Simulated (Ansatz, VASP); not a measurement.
**GaN in VASP and in Ansatz**

```
CELL_PARAMETERS angstrom
2.25350 -2.25350 0.00000
2.25350 0.00000 -2.25350
9.01400 9.01400 9.01400
ATOMIC_POSITIONS crystal
Ga 0.66667 0.66667 0.16667
Ga 0.00000 0.00000 0.00000
Ga 0.33333 0.33333 0.33333
Ga 0.66667 0.66667 0.66667
Ga 0.00000 0.00000 0.50000
Ga 0.33333 0.33333 0.83333
N 0.66667 0.66667 0.54167
N 0.00000 0.00000 0.37500
N 0.33333 0.33333 0.70833
N 0.66667 0.66667 0.04167
N 0.00000 0.00000 0.87500
N 0.33333 0.33333 0.20833
```

Alike in both runs: task single point; functional PBE; k mesh 10 × 10 × 2; occupations gaussian, width 0.05 eV; no spin polarisation.

|  | VASP | Ansatz |
| --- | --- | --- |
| version | VASP 6.6.1 | Ansatz 0.2.0 |
| potentials or method | VASP PAW PBE potentials, release 64 (Ga_d, N), cutoff 520 eV | scalar-relativistic, plane waves, PAW |
| valence electrons in the cell | 108 | 108 |

|  | VASP | Ansatz | Ansatz less VASP |
| --- | --- | --- | --- |
| gap on the k mesh at the Fermi level (eV) | 1.72 | 1.72 | -0.008 |
| least direct gap on the mesh (eV) | 1.72 | 1.72 | -0.008 |
| pressure (GPa) | 5.1 | 5.0 | -0.08 |
